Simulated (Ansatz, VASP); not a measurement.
**Sn8HO7: VASP beside Ansatz**

```xyz
16
Lattice="3.8366 3.8366 -4.7595 -3.8366 3.8366 4.7595 3.8366 -3.8366 4.7595" Properties=species:S:1:pos:R:3 pbc="T T T"
Sn    1.9407    0.0000    1.2221
Sn    1.9462    0.0000    5.9249
Sn    1.8903    3.8366    1.1654
Sn    5.7325    0.0000    1.2221
Sn    0.0000    1.9462    3.5940
Sn    3.8366   -1.8959    3.5373
Sn    3.8366    1.8903   -1.1654
Sn    3.8366    1.8959    3.5373
H     0.0000    0.0000    0.0000
O     0.0000    0.0000    4.7595
O     0.0000    3.8366   -0.0942
O     3.8366    0.0000    0.0942
O     1.8618    1.8618    0.0000
O     1.9747    1.9747    4.7595
O    -1.9747    1.9747    4.7595
O     1.9747   -1.9747    4.7595
```

Alike in both runs: functional PBE; dispersion D3(BJ); k mesh 5 × 5 × 5; occupations gaussian, width 0.1 eV; no spin polarisation.

Ansatz relaxed the structure, and its values are those at the end. VASP's run is a single point on that final structure, the one shown.

|  | VASP | Ansatz |
| --- | --- | --- |
| version | VASP 6.6.1 | Ansatz 0.2.0 |
| potentials or method | VASP PAW PBE potentials, release 64 (Sn_d, H, O), cutoff 520 eV | scalar-relativistic, plane waves, PAW |
| valence electrons in the cell | 155 | 155 |

Ansatz gave:

* gap on the k mesh at the Fermi level (eV): none
* rms of the force components (eV/Å): 0.001

**Question.** Estimate VASP's values.

**Answer.** gap on the k mesh at the Fermi level (eV): none; rms of the force components (eV/Å): 0.027.

A gap of «none» marks a metal or a gap that the smearing closes.
